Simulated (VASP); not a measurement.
Set up this calculation in VASP 6.6.1, as the native input.

```yaml
Task: single point
Functional: PBE
Potentials_or_basis: VASP PAW PBE potentials, release 64 (C_h)
Cutoff: 910 eV
k_mesh: 6 × 8 × 6
Occupations: gaussian, width 0.1 eV
Spin: no spin polarisation
Dipole_correction: no
Further_INCAR_settings: ALGO = Normal; EDIFF = 1e-06; NBANDS = 16
```

The structure of C lies in POSCAR:

```
C
1.0
    5.1505990532      0.0000000000      0.8311362087
    0.0000000000      2.4662654344      0.0000000000
   -1.2930472995      0.0000000000      3.0294789729
C
4
Direct
    0.9135730903      0.2497906361      0.2170043148
    0.0864269097      0.7497906361      0.2829956852
    0.0864269097      0.7502093639      0.7829956852
    0.9135730903      0.2502093639      0.7170043148
```

The cell was built from a structure type or drawn by symmetry, and may not be a known phase.

One way to write it, as run:

INCAR

```
PREC     = Accurate       # precision mode
ENCUT    = 910            # plane-wave cutoff, eV
EDIFF    = 1E-6           # SCF threshold, eV
ISMEAR   = 0              # smearing method
SIGMA    = 0.1            # smearing width, eV
LREAL    = False          # projectors in reciprocal space
LASPH    = True           # aspherical terms in the spheres
NELM     = 120            # most SCF steps
ALGO     = Normal         # electronic algorithm
ISIF     = 2              # what is computed and relaxed
LWAVE    = False          # write WAVECAR
LCHARG   = False          # write CHGCAR
GGA      = PE             # functional
NBANDS   = 16             # bands
GGA_COMPAT= False
```

KPOINTS

```
regular mesh
0
Gamma
  6 8 6
```

Potentials or basis: VASP PAW PBE potentials, release 64 (C_h).

Launch:

```sh
$ cat potpaw_PBE.64/C_h/POTCAR > POTCAR
$ mpirun -np 1 vasp_std > vasp.out
```

It gave:

* Pressure: 0.0 GPa
* Largest force: 0.015 eV/Å

Caveat: the cutoff is under 1.25 times the usual one of these potentials, so pressure, stress and relaxed cells hold a basis-set (Pulay) error; this functional lacks dispersion, which binds the layers, so the pressure and a relaxed spacing across them are unreliable.

Wall time 61 s on 1 thread of AMD EPYC 9R45 96-Core Processor (Zen 5) (shared host), peak memory 0.22 GiB.
